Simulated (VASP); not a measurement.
# C in VASP: single point with r2SCAN

Aim: the single point of C with r2SCAN.

All numbers are computed with VASP 6.6.1; they aren't measurements. Logs are shortened: lines on timing, memory, paths and dates and some standing lists are left out, and cuts for length are marked.

### 1 The cell of the first run

The typed cell holds 4 atoms: a = 2.456 Å, b = 3.794 Å, c = 4.254 Å, α = 111.95°, β = 90.00°, γ = 90.00°.

### 2 Single point, r2SCAN

The input, POSCAR:

```
C
1.0
    1.2279165312     -2.1268138194      0.0000000000
    1.2279165312      0.7089379398      3.5190776204
   -3.6837495935     -2.1268138194      0.0000000000
C
4
Direct
    0.5001153458      0.1663329643      0.6662726688
   -0.0001142175      0.6663535392      0.1662857036
    0.4998849417      0.8336830702      0.3337419062
    0.0001139300      0.3336304264      0.8336997214
```

The input, INCAR.step1:

```
ALGO = Normal
EDIFF = 1E-5
ENCUT = 660
GGA = PE
GGA_COMPAT = F
ISMEAR = 0
LASPH = T
LCHARG = F
LREAL = F
LWAVE = T
NBANDS = 16
NELM = 120
PREC = Accurate
SIGMA = 0.05
```

The input, INCAR.step2:

```
ALGO = Normal
EDIFF = 1E-6
ENCUT = 660
GGA_COMPAT = F
ISIF = 2
ISMEAR = 0
ISTART = 1
LASPH = T
LCHARG = F
LMIXTAU = T
LREAL = F
LWAVE = F
METAGGA = R2SCAN
NBANDS = 16
NELM = 120
PREC = Accurate
SIGMA = 0.05
```

The input, KPOINTS:

```
k-points
0
Gamma
  10 8 6
```

Potentials or basis: VASP PAW PBE potentials, release 64 (C).

Launch:

```bash
> cat potpaw_PBE.64/C/POTCAR > POTCAR
> cp INCAR.step1 INCAR
> mpirun -np 1 vasp_std > vasp.out
> cp INCAR.step2 INCAR
> mpirun -np 1 vasp_std > vasp.out
```

OUTCAR:

```text
EDIFF = 1E-6
   ENCUT = 660
   ISIF = 2
   ISMEAR = 0
   ISTART = 1
   LASPH = T
   LREAL = F
   METAGGA = R2SCAN
   NELM = 120
   PREC = Accurate

 ion  position               nearest neighbor table
   1  0.500  0.166  0.666-   4 1.44   4 1.44   3 1.50
   2  1.000  0.666  0.166-   3 1.44   3 1.44   4 1.50
   3  0.500  0.834  0.334-   2 1.44   2 1.44   1 1.50
   4  0.000  0.334  0.834-   1 1.44   1 1.44   2 1.50

  LATTYP: Found a simple monoclinic cell.
 ALAT       =     3.7939793500
 B/A-ratio  =     0.6472974246
 C/A-ratio  =     1.1211520270
 COS(beta)  =    -0.3737173424

  Lattice vectors:

 A1 = (   1.2279165312,   0.7089379398,   3.5190776204)
 A2 = (  -1.2279165312,   2.1268138194,   0.0000000000)
 A3 = (  -3.6837495935,  -2.1268138194,   0.0000000000)

Analysis of symmetry for initial positions (statically):
=====================================================================
 Subroutine PRICEL returns:
 Original cell was already a primitive cell.

 Routine SETGRP: Setting up the symmetry group for a
 simple monoclinic supercell.

 Subroutine GETGRP returns: Found  1 space group operations
 (whereof  1 operations were pure point group operations)
 out of a pool of  4 trial point group operations.

The static configuration has the point symmetry C_1 .

Analysis of symmetry for dynamics (positions and initial velocities):
=====================================================================
 Subroutine PRICEL returns:
 Original cell was already a primitive cell.

 Routine SETGRP: Setting up the symmetry group for a
 simple monoclinic supercell.

 Subroutine GETGRP returns: Found  1 space group operations
 (whereof  1 operations were pure point group operations)
 out of a pool of  4 trial point group operations.

The dynamic configuration has the point symmetry C_1 .

 Subroutine INISYM returns: Found  1 space group operations
 (whereof  1 operations are pure point group operations),
 and found     1 'primitive' translations

----------------------------------------------------------------------------------------

                                     Primitive cell

  volume of cell :      36.7610

  direct lattice vectors                    reciprocal lattice vectors
     1.227916531 -2.126813819  0.000000000     0.203596901 -0.352640176 -0.000000000
     1.227916531  0.708937940  3.519077620     0.000000000  0.000000000  0.284165372
    -3.683749593 -2.126813819  0.000000000    -0.203596901 -0.117546725  0.094721791

  length of vectors
     2.455833062  3.793979350  4.253627639     0.407193801  0.284165372  0.253458376

  position of ions in fractional coordinates (direct lattice)
     0.500115346  0.166332964  0.666272669
     0.999885783  0.666353539  0.166285704
     0.499884942  0.833683070  0.333741906
     0.000113930  0.333630426  0.833699721

  ion indices of the primitive-cell ions
   primitive index   ion index
                 1           1
                 2           2
                 3           3
                 4           4

----------------------------------------------------------------------------------------

 KPOINTS: k-points

Automatic generation of k-mesh.
 Grid dimensions read from file:
 generate k-points for:   10    8    6

 Generating k-lattice:

  Cartesian coordinates                     Fractional coordinates (reciprocal lattice)
     0.020359690 -0.035264018 -0.000000000     0.100000000 -0.000000000  0.000000000
     0.000000000  0.000000000  0.035520671     0.000000000  0.125000000  0.000000000
    -0.033932817 -0.019591121  0.015786965     0.000000000 -0.000000000  0.166666667

  Length of vectors
     0.040719380  0.035520671  0.042243063

  Shift w.r.t. Gamma in fractional coordinates (k-lattice)
     0.000000000  0.000000000  0.000000000

 Subroutine IBZKPT returns following result:
 ===========================================

 Found    244 irreducible k-points:

 Following reciprocal coordinates:
            Coordinates               Weight
  0.000000  0.000000  0.000000      1.000000
  0.100000 -0.000000 -0.000000      2.000000
  0.200000 -0.000000 -0.000000      2.000000
  0.300000 -0.000000 -0.000000      2.000000
  0.400000 -0.000000  0.000000      2.000000
  0.500000 -0.000000 -0.000000      1.000000
[... 16 lines left out ...]
  0.300000 -0.250000 -0.000000      2.000000
  0.400000  0.250000  0.000000      2.000000
 [... further k-points ...]
   k-points           NKPTS =    244   k-points in BZ     NKDIM =    244   number of bands    NBANDS=     16
   number of dos      NEDOS =    301   number of ions     NIONS =      4
   total plane-waves  NPLWV =  27648
   dimension x,y,z NGX =    24 NGY =   32 NGZ =   36
   dimension x,y,z NGXF=    48 NGYF=   64 NGZF=   72
   ions per type =               4
   NGX,Y,Z   is equivalent  to a cutoff of  16.25, 14.02, 14.07 a.u.
   NGXF,Y,Z  is equivalent  to a cutoff of  32.49, 28.04, 28.14 a.u.
 SYSTEM =  unknown system
   PREC   = accura    normal or accurate (medium, high low for compatibility)
   ISTART =      1    job   : 0-new  1-cont  2-samecut
   ICHARG =      0    charge: 1-file 2-atom 10-const
   ISPIN  =      1    spin polarized calculation?
   LNONCOLLINEAR =      F non collinear calculations
   LSORBIT =      F    spin-orbit coupling
   LASPH  =      T    aspherical Exc in radial PAW
   ENCUT  =  660.0 eV  48.51 Ry    6.96 a.u.   5.14  7.95  8.91*2*pi/ulx,y,z
   NELM   =    120;   NELMIN=  2; NELMDL=  0     # of ELM steps
   EDIFF  = 0.1E-05   stopping-criterion for ELM
   LREAL  =      F    real-space projection
   EDIFFG = 0.1E-04   stopping-criterion for IOM
   NSW    =      0    number of steps for IOM
   IBRION =     -1    ionic relax: 0-MD 1-quasi-New 2-CG
   NFREE  =      0    steps in history (QN), initial steepest desc. (CG)
   ISIF   =      2    stress and relaxation
   ISYM   =      2    0-nonsym 1-usesym 2-fastsym
   POTIM  = 0.5000    time-step for ionic-motion
   TEBEG  =    0.0;   TEEND  =   0.0 temperature during run
   PSTRESS=    0.0 pullay stress
   NELECT =      16.0000    total number of electrons
   NUPDOWN=      -1.0000    fix difference up-down
   EMIN   =  10.00;   EMAX   =-10.00  energy-range for DOS
   EFERMI =   0.00;   METHOD = LEGACY
   ISMEAR =     0;   SIGMA  =   0.05  broadening in eV -4-tet -1-fermi 0-gaus
   EFERMI_NEDOS =   21; number of points for ismear=-14 and -15
   IALGO  =     38    algorithm
   IMIX   =      4    mixing-type and parameters
     AMIX     =   0.40;   BMIX     =  1.00
     AMIX_MAG =   1.60;   BMIX_MAG =  1.00
  volume/ion in A,a.u.               =       9.19        62.02
  Fermi-wavevector in a.u.,A,eV,Ry     =   1.240659  2.344506 20.942561  1.539235
  Thomas-Fermi vector in A             =   2.375090
   LORBIT       =      0    0 simple, 1 ext, 2 COOP (PROOUT), +10 PAW based schemes
   METAGGA = R2SCAN    functional components
   LHFCALC =     F    Hartree Fock is set to
   AEXX    =    0.0000 exact exchange contribution
   IVDW    =     0    specifies the selected vdW correction
   LEPSILON=     F    determine dielectric tensor
   LRPA    =     F    only Hartree local field effects (RPA)
 non-spin polarized calculation
 Gauss-broadening in eV      SIGMA  =   0.05
  energy-cutoff  :      660.00
  volume of cell :       36.76
 maximum number of plane-waves:      1440
 NGX is ok and might be reduce to    24
   NGX = 11   NGY = 15   NGZ = 17

 number of electron      15.9999999 magnetization

 Free energy of the ion-electron system (eV)
  ---------------------------------------------------
  ext. energy  EPLUGINS =         0.00000000
  ---------------------------------------------------
  free energy    TOTEN  =       -39.34836867 eV

  energy without entropy =      -39.34836674  energy(sigma->0) =      -39.34836771

 E-fermi :   4.2708     XC(G=0): -11.0262

 val. band max:        4.1609404032   @ k =   0.3000   0.5000   0.5000
 cond. band min:       4.3803832250   @ k =   0.4000  -0.0000   0.0000
 fundamental gap:      0.2194428218
 Fermi energy:         4.2707759144

 k-point     1 :       0.0000    0.0000    0.0000
  band No.  band energies     occupation
      1     -15.9860      2.00000
      2     -11.1872      2.00000
      3      -9.0022      2.00000
      4      -2.0275      2.00000
      5      -1.6213      2.00000
      6       0.7560      2.00000
[... 8 lines left out ...]
     15      16.0442      0.00000
     16      18.6898      0.00000

 k-point     2 :       0.1000   -0.0000   -0.0000
  band No.  band energies     occupation
      1     -15.7942      2.00000
      2     -11.0191      2.00000
      3      -8.8492      2.00000
      4      -2.4549      2.00000
      5      -1.8142      2.00000
      6       0.5205      2.00000
[... 8 lines left out ...]
     15      16.7770      0.00000
     16      17.9739      0.00000

 k-point     3 :       0.2000   -0.0000   -0.0000
  band No.  band energies     occupation
      1     -15.2207      2.00000
      2     -10.5155      2.00000
      3      -8.4364      2.00000
      4      -4.3237      2.00000
      5      -1.2569      2.00000
      6      -1.1812      2.00000
[... 8 lines left out ...]
     15      16.4376      0.00000
     16      18.8713      0.00000

 k-point     4 :       0.3000   -0.0000   -0.0000
  band No.  band energies     occupation
      1     -14.2729      2.00000
      2      -9.6794      2.00000
      3      -8.1888      2.00000
      4      -6.0216      2.00000
      5      -3.3083      2.00000
      6      -1.5871      2.00000
[... 8 lines left out ...]
     15      17.8160      0.00000
     16      17.9471      0.00000
[... 324 lines left out ...]
 k-point    22 :       0.3000    0.2500   -0.0000
  band No.  band energies     occupation
      1     -13.8725      2.00000
      2     -11.0910      2.00000
      3      -7.0624      2.00000
      4      -5.0259      2.00000
      5      -4.2882      2.00000
      6      -1.5219      2.00000
[... 8 lines left out ...]
     15      17.5796      0.00000
     16      18.8691      0.00000

 k-point    23 :       0.3000   -0.2500   -0.0000
  band No.  band energies     occupation
      1     -13.8725      2.00000
      2     -11.0910      2.00000
      3      -7.0624      2.00000
      4      -5.0259      2.00000
      5      -4.2882      2.00000
      6      -1.5220      2.00000
[... 8 lines left out ...]
     15      17.5796      0.00000
     16      18.8692      0.00000

 k-point    24 :       0.4000    0.2500    0.0000
  band No.  band energies     occupation
      1     -12.5796      2.00000
      2     -10.0335      2.00000
      3      -8.7540      2.00000
      4      -6.3406      2.00000
      5      -4.4392      2.00000
      6      -2.4124      2.00000
[... 8 lines left out ...]
     15      18.7316      0.00000
     16      18.8055      0.00000

 [... further k-points ...]

------------------------ aborting loop because EDIFF is reached ----------------------------------------

  FORCE on cell =-STRESS in cart. coord.  units (eV):
  Direction    XX          YY          ZZ          XY          YZ          ZX
  --------------------------------------------------------------------------------------
  -------------------------------------------------------------------------------------
  Total       -4.1612277     -2.6427400     -8.0928284     -1.3150111      3.4287470      5.9388096
  in kB     -181.3614211   -115.1802109   -352.7148602    -57.3129588    149.4372499    258.8348975
  external PRESSURE =    -216.4188307 kB  Pullay stress =       0.0000000 kB

 VOLUME and BASIS-vectors are now :
 -----------------------------------------------------------------------------
  energy-cutoff  :      660.00
  volume of cell :       36.76
      direct lattice vectors                 reciprocal lattice vectors
     1.227916531 -2.126813819  0.000000000     0.203596901 -0.352640176 -0.000000000
     1.227916531  0.708937940  3.519077620     0.000000000  0.000000000  0.284165372
    -3.683749593 -2.126813819  0.000000000    -0.203596901 -0.117546725  0.094721791

 POSITION                                       TOTAL-FORCE (eV/Angst)
 -----------------------------------------------------------------------------------
     -1.63604     -2.36277      0.58534         0.010496      0.011971     -0.021226
      1.43345     -2.00783      2.34495         0.016387      0.003845     -0.022972
      0.40809     -1.18194      2.93380        -0.007851     -0.010385      0.017246
     -2.66133     -1.53684      1.17407        -0.019032     -0.005431      0.026952
 -----------------------------------------------------------------------------------
    total drift:                                0.000000     -0.000000     -0.000000

  FREE ENERGIE OF THE ION-ELECTRON SYSTEM (eV)
  ---------------------------------------------------
  free  energy   TOTEN  =       -39.3483686725 eV

  energy  without entropy=      -39.3483667410  energy(sigma->0) =      -39.34836771
```

Wall time 9.2 min (1 thread of Intel Xeon 8259CL, shared host); peak memory 0.27 GiB.

What came out:

```
Free energy   : -39.3484 eV
Pressure      : -21.6 GPa
Largest force : 0.033 eV/Å
```

Forces in eV/Å, atoms in the order of the input:
```
C    0.010  0.012 -0.021
C    0.016  0.004 -0.023
C   -0.008 -0.010  0.017
C   -0.019 -0.005  0.027
```

Stress tensor (GPa, compression positive):
```
-18.14  -5.73  25.88
 -5.73 -11.52  14.94
 25.88  14.94 -35.27
```

Caveat: the cell stands under tension; the PAW data sets were made with another functional, which shifts forces and pressure a little.
